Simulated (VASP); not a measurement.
# BaTe: single point with PBEsol

BaTe:

```
Ba Te
1.0
     8.52493    0.00000    0.00000
     0.00000    8.52493    0.00000
     0.00000    0.00000    4.26247
Ba Te
4 4
Direct
  0.99987 0.00367 0.00011
  0.99959 0.49897 0.99991
  0.50156 0.00010 0.99923
  0.49907 0.49890 0.00101
  0.25230 0.24814 0.50259
  0.24772 0.74996 0.50050
  0.74864 0.25227 0.50160
  0.74894 0.74714 0.49698
```

- Program: VASP 6.6.1
- Task: single point
- Functional: PBEsol
- Potentials or basis: VASP PAW PBE potentials, release 64 (Ba_sv, Te)
- Cutoff: 400 eV
- k mesh: 1 × 1 × 2
- Occupations: methfessel-paxton, width 0.02 eV
- Spin: no spin polarisation
- Dipole correction: no
- Further INCAR settings: ALGO = Normal; EDIFF = 1e-06; NBANDS = 42

| Quantity | Value |
| --- | --- |
| Pressure | 0.9 GPa |
| Largest force | 0.132 eV/Å |
| Band gap on the k mesh | 0.44 eV |

Forces on the atoms (eV/Å):
```
Ba   0.062 -0.045 -0.001
Ba   0.012  0.131 -0.011
Ba  -0.006 -0.034 -0.013
Ba   0.019  0.089  0.003
Te  -0.028 -0.082 -0.029
Te  -0.063  0.007  0.055
Te   0.011 -0.052  0.059
Te  -0.008 -0.013 -0.063
```

Levels at points of the mesh, in eV from the valence-band top:
```csv
k point,band 29,band 30,band 31,band 32,band 33,band 34,band 35,band 36
"(0.00, 0.00, 0.00)",-0.41,-0.40,-0.40,0.00,0.44,0.44,0.62,1.20
"(0.00, 0.00, 0.50)",-0.95,-0.95,0.00,0.00,0.62,0.62,1.20,2.22
```

Run time: 17 s on 1 thread of AMD EPYC 9R45 96-Core Processor (Zen 5), with other jobs on the host, peak memory 0.23 GiB.

Caveat: the k points lie up to 0.74 Å⁻¹ apart; the PAW data sets were made with another functional, which shifts forces and pressure a little; spin-orbit coupling is left out, which moves the levels of the heavy elements; an odd mesh through Γ misses points on the zone boundary, where band edges can lie.
